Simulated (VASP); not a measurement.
# Ge2Sb2Te5 (P-3m1) in VASP: single point with PBE+D3(BJ)

Aim: the single point of Ge2Sb2Te5 with PBE+D3(BJ).

Everything below comes from runs of VASP 6.6.1. Logs are shortened: lines on timing, memory, paths and dates and some standing lists are left out, and cuts for length are marked.

### Step 1. The cell of the first run

The structure is trigonal, space group P-3m1 (No. 164). The conventional cell has a = 4.194 Å, b = 4.194 Å, c = 17.787 Å, α = 90.00°, β = 90.00°, γ = 120.00°. Within 3.7 Å of Ge (site symmetry 3m) lie 3 Te at 2.82 Å and 3 Ge at 3.15 Å. Sb (site symmetry 3m) has 6 Te at 2.98 to 3.14 Å within 3.9 Å. Within 4.2 Å of Te (site symmetry -3m) lie 6 Sb at 3.14 Å and 6 Te at 4.19 Å. Te (site symmetry 3m) has 3 Sb at 2.98 Å and 3 Te at 3.63 Å within 3.9 Å. Te (site symmetry 3m) has 3 Ge at 2.82 Å and 3 Te at 3.63 Å within 3.7 Å.

### Step 2. Single point, PBE+D3(BJ)

File INCAR:

```
PREC = Accurate
ENCUT = 520
EDIFF = 1E-6
ISMEAR = 0
SIGMA = 0.05
LREAL = F
LASPH = T
NELM = 60
ALGO = Normal
ISIF = 2
LWAVE = F
LCHARG = F
GGA = PE
IVDW = 12
NBANDS = 44
```

File KPOINTS:

```
Automatic mesh
0
Gamma
  10 10 2
```

File POSCAR:

```
Ge2Sb2Te5
1.0
    4.1938367911      0.0000000000      0.0000000000
   -2.0969183955      3.6319692004      0.0000000000
    0.0000000000      0.0000000000     17.7871256588
Ge Sb Te
2 2 5
Direct
    0.3333333333      0.6666666667      0.4432592613
    0.6666666667      0.3333333333      0.5567407387
    0.3333333333      0.6666666667      0.1120931408
    0.6666666667      0.3333333333      0.8879068592
    0.0000000000      0.0000000000      0.0000000000
    0.3333333333      0.6666666667      0.7900866460
    0.6666666667      0.3333333333      0.2099133540
    0.0000000000      0.0000000000      0.3622484120
    0.0000000000      0.0000000000      0.6377515880
```

Potentials or basis: VASP PAW PBE potentials, release 64 (Ge_d, Sb, Te).

Launch:

```
$ cat potpaw_PBE.64/Ge_d/POTCAR potpaw_PBE.64/Sb/POTCAR potpaw_PBE.64/Te/POTCAR > POTCAR
$ mpirun -np 1 vasp_std > vasp.out
```

OUTCAR:

```text
PREC = Accurate
   ENCUT = 520
   EDIFF = 1E-6
   ISMEAR = 0
   LREAL = F
   LASPH = T
   NELM = 60
   ISIF = 2
   GGA = PE
   IVDW = 12
 IVDW          = 12

 ion  position               nearest neighbor table
   1  0.333  0.667  0.443-   8 2.82   8 2.82   8 2.82
   2  0.667  0.333  0.557-   9 2.82   9 2.82   9 2.82
   3  0.333  0.667  0.112-   7 2.98   7 2.98   7 2.98   5 3.14   5 3.14   5 3.14
   4  0.667  0.333  0.888-   6 2.98   6 2.98   6 2.98   5 3.14   5 3.14   5 3.14
   5  0.000  0.000  0.000-   3 3.14   4 3.14   3 3.14   4 3.14   4 3.14   3 3.14
   6  0.333  0.667  0.790-   4 2.98   4 2.98   4 2.98   9 3.63   9 3.63   9 3.63
   7  0.667  0.333  0.210-   3 2.98   3 2.98   3 2.98   8 3.63   8 3.63   8 3.63
   8  0.000  0.000  0.362-   1 2.82   1 2.82   1 2.82   7 3.63   7 3.63   7 3.63
   9  0.000  0.000  0.638-   2 2.82   2 2.82   2 2.82   6 3.63   6 3.63   6 3.63

  LATTYP: Found a hexagonal cell.
 ALAT       =     4.1938367911
 C/A-ratio  =     4.2412536646

  Lattice vectors:

 A1 = (   4.1938367911,   0.0000000000,   0.0000000000)
 A2 = (  -2.0969183955,   3.6319692004,   0.0000000000)
 A3 = (   0.0000000000,   0.0000000000,  17.7871256588)

Analysis of symmetry for initial positions (statically):
=====================================================================
 Subroutine PRICEL returns:
 Original cell was already a primitive cell.

 Routine SETGRP: Setting up the symmetry group for a
 hexagonal supercell.

 Subroutine GETGRP returns: Found 12 space group operations
 (whereof 12 operations were pure point group operations)
 out of a pool of 24 trial point group operations.

The static configuration has the point symmetry D_3d.

Analysis of symmetry for dynamics (positions and initial velocities):
=====================================================================
 Subroutine PRICEL returns:
 Original cell was already a primitive cell.

 Routine SETGRP: Setting up the symmetry group for a
 hexagonal supercell.

 Subroutine GETGRP returns: Found 12 space group operations
 (whereof 12 operations were pure point group operations)
 out of a pool of 24 trial point group operations.

The dynamic configuration has the point symmetry D_3d.

 Subroutine INISYM returns: Found 12 space group operations
 (whereof 12 operations are pure point group operations),
 and found     1 'primitive' translations

----------------------------------------------------------------------------------------

                                     Primitive cell

  volume of cell :     270.9315

  direct lattice vectors                    reciprocal lattice vectors
     4.193836791  0.000000000  0.000000000     0.238445140  0.137666366  0.000000000
    -2.096918395  3.631969200  0.000000000     0.000000000  0.275332731  0.000000000
     0.000000000  0.000000000 17.787125659     0.000000000  0.000000000  0.056220438

  length of vectors
     4.193836791  4.193836791 17.787125659     0.275332731  0.275332731  0.056220438

  position of ions in fractional coordinates (direct lattice)
     0.333333333  0.666666667  0.443259261
     0.666666667  0.333333333  0.556740739
     0.333333333  0.666666667  0.112093141
     0.666666667  0.333333333  0.887906859
     0.000000000  0.000000000  0.000000000
     0.333333333  0.666666667  0.790086646
     0.666666667  0.333333333  0.209913354
     0.000000000  0.000000000  0.362248412
     0.000000000  0.000000000  0.637751588

  ion indices of the primitive-cell ions
   primitive index   ion index
                 1           1
                 2           2
                 3           3
                 4           4
                 5           5
                 6           6
                 7           7
                 8           8
                 9           9

----------------------------------------------------------------------------------------

 KPOINTS: Automatic mesh

Automatic generation of k-mesh.
 Grid dimensions read from file:
 generate k-points for:   10   10    2

 Generating k-lattice:

  Cartesian coordinates                     Fractional coordinates (reciprocal lattice)
     0.023844514  0.013766637  0.000000000     0.100000000  0.000000000  0.000000000
     0.000000000  0.027533273  0.000000000     0.000000000  0.100000000  0.000000000
     0.000000000  0.000000000  0.028110219     0.000000000  0.000000000  0.500000000

  Length of vectors
     0.027533273  0.027533273  0.028110219

  Shift w.r.t. Gamma in fractional coordinates (k-lattice)
     0.000000000  0.000000000  0.000000000

 Subroutine IBZKPT returns following result:
 ===========================================

 Found     28 irreducible k-points:

 Following reciprocal coordinates:
            Coordinates               Weight
  0.000000  0.000000  0.000000      1.000000
  0.100000  0.000000  0.000000      6.000000
  0.200000  0.000000  0.000000      6.000000
  0.300000 -0.000000  0.000000      6.000000
  0.400000  0.000000  0.000000      6.000000
  0.500000  0.000000  0.000000      3.000000
[... 16 lines left out ...]
  0.300000  0.100000  0.500000     12.000000
  0.400000  0.100000  0.500000     12.000000
 [... further k-points ...]
   k-points           NKPTS =     28   k-points in BZ     NKDIM =     28   number of bands    NBANDS=     44
   number of dos      NEDOS =    301   number of ions     NIONS =      9
   total plane-waves  NPLWV = 143360
   dimension x,y,z NGX =    32 NGY =   32 NGZ =  140
   dimension x,y,z NGXF=    64 NGYF=   64 NGZF=  280
   ions per type =               2   2   5
   NGX,Y,Z   is equivalent  to a cutoff of  12.68, 12.68, 13.08 a.u.
   NGXF,Y,Z  is equivalent  to a cutoff of  25.37, 25.37, 26.17 a.u.
 SYSTEM =  unknown system
   PREC   = accura    normal or accurate (medium, high low for compatibility)
   ISTART =      0    job   : 0-new  1-cont  2-samecut
   ICHARG =      2    charge: 1-file 2-atom 10-const
   ISPIN  =      1    spin polarized calculation?
   LNONCOLLINEAR =      F non collinear calculations
   LSORBIT =      F    spin-orbit coupling
   LASPH  =      T    aspherical Exc in radial PAW
   ENCUT  =  520.0 eV  38.22 Ry    6.18 a.u.   7.80  7.80 33.07*2*pi/ulx,y,z
   NELM   =     60;   NELMIN=  2; NELMDL= -5     # of ELM steps
   EDIFF  = 0.1E-05   stopping-criterion for ELM
   LREAL  =      F    real-space projection
   EDIFFG = 0.1E-04   stopping-criterion for IOM
   NSW    =      0    number of steps for IOM
   IBRION =     -1    ionic relax: 0-MD 1-quasi-New 2-CG
   NFREE  =      0    steps in history (QN), initial steepest desc. (CG)
   ISIF   =      2    stress and relaxation
   ISYM   =      2    0-nonsym 1-usesym 2-fastsym
   POTIM  = 0.5000    time-step for ionic-motion
   TEBEG  =    0.0;   TEEND  =   0.0 temperature during run
   PSTRESS=    0.0 pullay stress
   NELECT =      68.0000    total number of electrons
   NUPDOWN=      -1.0000    fix difference up-down
   EMIN   =  10.00;   EMAX   =-10.00  energy-range for DOS
   EFERMI =   0.00;   METHOD = LEGACY
   ISMEAR =     0;   SIGMA  =   0.05  broadening in eV -4-tet -1-fermi 0-gaus
   EFERMI_NEDOS =   21; number of points for ismear=-14 and -15
   IALGO  =     38    algorithm
   IMIX   =      4    mixing-type and parameters
     AMIX     =   0.40;   BMIX     =  1.00
     AMIX_MAG =   1.60;   BMIX_MAG =  1.00
  volume/ion in A,a.u.               =      30.10       203.15
  Fermi-wavevector in a.u.,A,eV,Ry     =   1.032661  1.951447 14.509114  1.066390
  Thomas-Fermi vector in A             =   2.166870
   LORBIT       =      0    0 simple, 1 ext, 2 COOP (PROOUT), +10 PAW based schemes
   GGA     = PE    functional components
   LHFCALC =     F    Hartree Fock is set to
   AEXX    =    0.0000 exact exchange contribution
   IVDW    =    12    specifies the selected vdW correction
   LEPSILON=     F    determine dielectric tensor
   LRPA    =     F    only Hartree local field effects (RPA)
 non-spin polarized calculation
 Gauss-broadening in eV      SIGMA  =   0.05
  energy-cutoff  :      520.00
  volume of cell :      270.93
 maximum number of plane-waves:      7314
 NGX is ok and might be reduce to    32
   NGX = 15   NGY = 15   NGZ = 67

 number of electron      67.9999992 magnetization

 Free energy of the ion-electron system (eV)
  ---------------------------------------------------
  ext. energy  EPLUGINS =         0.00000000
  ---------------------------------------------------
  free energy    TOTEN  =       -33.75652173 eV

  energy without entropy =      -33.75646050  energy(sigma->0) =      -33.75649111

 E-fermi :   6.4349     XC(G=0):  -9.4408

 val. band max:        6.3640367499   @ k =   0.0000   0.0000   0.0000
 cond. band min:       6.5175029419   @ k =   0.5000   0.0000   0.5000
 fundamental gap:      0.1534661920
 Fermi energy:         6.4349194222

 k-point     1 :       0.0000    0.0000    0.0000
  band No.  band energies     occupation
      1     -18.6014      2.00000
      2     -18.6014      2.00000
      3     -18.5883      2.00000
      4     -18.5883      2.00000
      5     -18.5680      2.00000
      6     -18.5671      2.00000
[... 36 lines left out ...]
     43       8.2978      0.00000
     44       8.9189      0.00000

 k-point     2 :       0.1000    0.0000    0.0000
  band No.  band energies     occupation
      1     -18.6011      2.00000
      2     -18.6009      2.00000
      3     -18.5883      2.00000
      4     -18.5876      2.00000
      5     -18.5684      2.00000
      6     -18.5677      2.00000
[... 36 lines left out ...]
     43       8.6736      0.00000
     44       8.9731      0.00000

 k-point     3 :       0.2000    0.0000    0.0000
  band No.  band energies     occupation
      1     -18.6005      2.00000
      2     -18.5997      2.00000
      3     -18.5881      2.00000
      4     -18.5857      2.00000
      5     -18.5695      2.00000
      6     -18.5691      2.00000
[... 36 lines left out ...]
     43       9.1731      0.00000
     44       9.3882      0.00000

 k-point     4 :       0.3000   -0.0000    0.0000
  band No.  band energies     occupation
      1     -18.5998      2.00000
      2     -18.5979      2.00000
      3     -18.5875      2.00000
      4     -18.5830      2.00000
      5     -18.5718      2.00000
      6     -18.5710      2.00000
[... 882 lines left out ...]
     43       9.5992      0.00000
     44       9.9264      0.00000

 k-point    23 :       0.3000    0.1000    0.5000
  band No.  band energies     occupation
      1     -18.6003      2.00000
      2     -18.5956      2.00000
      3     -18.5868      2.00000
      4     -18.5815      2.00000
      5     -18.5741      2.00000
      6     -18.5715      2.00000
[... 36 lines left out ...]
     43       9.7662      0.00000
     44       9.8416      0.00000

 k-point    24 :       0.4000    0.1000    0.5000
  band No.  band energies     occupation
      1     -18.6001      2.00000
      2     -18.5940      2.00000
      3     -18.5855      2.00000
      4     -18.5792      2.00000
      5     -18.5769      2.00000
      6     -18.5733      2.00000
[... 36 lines left out ...]
     43       9.5908      0.00000
     44       9.8333      0.00000

 [... further k-points ...]

------------------------ aborting loop because EDIFF is reached ----------------------------------------

 Edisp (eV)   -3.87178

 E8    (eV) :    -1.7775

  FORCE on cell =-STRESS in cart. coord.  units (eV):
  Direction    XX          YY          ZZ          XY          YZ          ZX
  --------------------------------------------------------------------------------------
  -------------------------------------------------------------------------------------
  Total      -0.00065    -0.00065     0.02535    -0.00000     0.00000    -0.00000
  in kB      -0.00385    -0.00385     0.14994    -0.00000     0.00000    -0.00000
  external pressure =        0.05 kB  Pullay stress =        0.00 kB

 VOLUME and BASIS-vectors are now :
 -----------------------------------------------------------------------------
  energy-cutoff  :      520.00
  volume of cell :      270.93
      direct lattice vectors                 reciprocal lattice vectors
     4.193836791  0.000000000  0.000000000     0.238445140  0.137666366  0.000000000
    -2.096918395  3.631969200  0.000000000     0.000000000  0.275332731  0.000000000
     0.000000000  0.000000000 17.787125659     0.000000000  0.000000000  0.056220438

 POSITION                                       TOTAL-FORCE (eV/Angst)
 -----------------------------------------------------------------------------------
     -0.00000      2.42131      7.88431        -0.000000      0.000000      0.013869
      2.09692      1.21066      9.90282        -0.000000     -0.000000     -0.013869
     -0.00000      2.42131      1.99381         0.000000     -0.000000     -0.027832
      2.09692      1.21066     15.79331         0.000000      0.000000      0.027832
      0.00000      0.00000      0.00000         0.000000      0.000000      0.000000
     -0.00000      2.42131     14.05337         0.000000      0.000000     -0.023638
      2.09692      1.21066      3.73376         0.000000     -0.000000      0.023638
      0.00000      0.00000      6.44336         0.000000      0.000000     -0.018160
      0.00000      0.00000     11.34377         0.000000     -0.000000      0.018160
 -----------------------------------------------------------------------------------
    total drift:                               -0.000000      0.000000      0.000000

  FREE ENERGIE OF THE ION-ELECTRON SYSTEM (eV)
  ---------------------------------------------------
  free  energy   TOTEN  =       -37.6282976990 eV

  energy  without entropy=      -37.6282364690  energy(sigma->0) =      -37.62826708
```

Wall time 11 min (1 thread of Oxide Virtual Turin-like, shared host); peak memory 0.53 GiB.

Results:

```yaml
Free_energy: -37.6283 eV
Pressure: 0.0 GPa
Largest_force: 0.028 eV/Å
Band_gap_on_the_k_mesh: 0.15 eV (least direct gap 0.46 eV)
Dispersion_energy_per_atom: -0.430 eV
```

Forces on the atoms (eV/Å):
```
Ge   0.000  0.000  0.014
Ge   0.000  0.000 -0.014
Sb   0.000  0.000 -0.028
Sb   0.000  0.000  0.028
Te   0.000  0.000  0.000
Te   0.000  0.000 -0.024
Te   0.000  0.000  0.024
Te   0.000  0.000 -0.018
Te   0.000  0.000  0.018
```

Caveat: semilocal functionals underestimate gaps, and a narrow one can read as zero; spin-orbit coupling is left out, which moves the levels of the heavy elements. A k mesh can miss the band edges.
